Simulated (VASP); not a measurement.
A run of VASP 6.6.1:

Contents of INCAR:

```
SYSTEM = Al2O5
PREC = Accurate ; ENCUT = 600
EDIFF = 1E-6 ; ISMEAR = 0
SIGMA = 0.1 ; LREAL = .False.
LASPH = .True. ; NELM = 120
ALGO = Normal ; ISIF = 2
LWAVE = .False. ; LCHARG = .False.
GGA = PE ; NBANDS = 49
GGA_COMPAT = .False.
```

Contents of KPOINTS:

```
regular mesh
0
Gamma
  6 2 4
  0 0 0
```

POSCAR

```
Al2O5
1.0
    3.7528135938      0.0000000000      0.0000000000
    0.0000000000     11.4348009755      0.0000000000
    0.0000000000      0.0000000000      3.7259718611
Al O
4 10
Direct
    0.5000000000      0.3525828699      0.8253848799
    0.5000000000      0.6474171301      0.8253848799
    0.0000000000      0.8525828699      0.1746151201
    0.0000000000      0.1474171301      0.1746151201
    0.5000000000      0.3208878275      0.3226326246
    0.5000000000      0.6791121725      0.3226326246
    0.5000000000      0.5000000000      0.7855679170
    0.0000000000      0.3018188884      0.8318260611
    0.0000000000      0.6981811116      0.8318260611
    0.0000000000      0.8208878275      0.6773673754
    0.0000000000      0.1791121725      0.6773673754
    0.0000000000      0.0000000000      0.2144320830
    0.5000000000      0.8018188884      0.1681739389
    0.5000000000      0.1981811116      0.1681739389
```

Potentials or basis: VASP PAW PBE potentials, release 64 (Al, O).

Run with:

```console
$ cat potpaw_PBE.64/Al/POTCAR potpaw_PBE.64/O/POTCAR > POTCAR
$ mpirun -np 1 vasp_std > vasp.out
```

Hardware: 1 thread of Oxide Virtual Turin-like Processor (shared host).

How long does it take, and how much memory?

It took 6.5 min on 1 thread of Oxide Virtual Turin-like Processor, on a shared host, peak memory 0.33 GiB. Counts: scf iterations 16, k points 24.
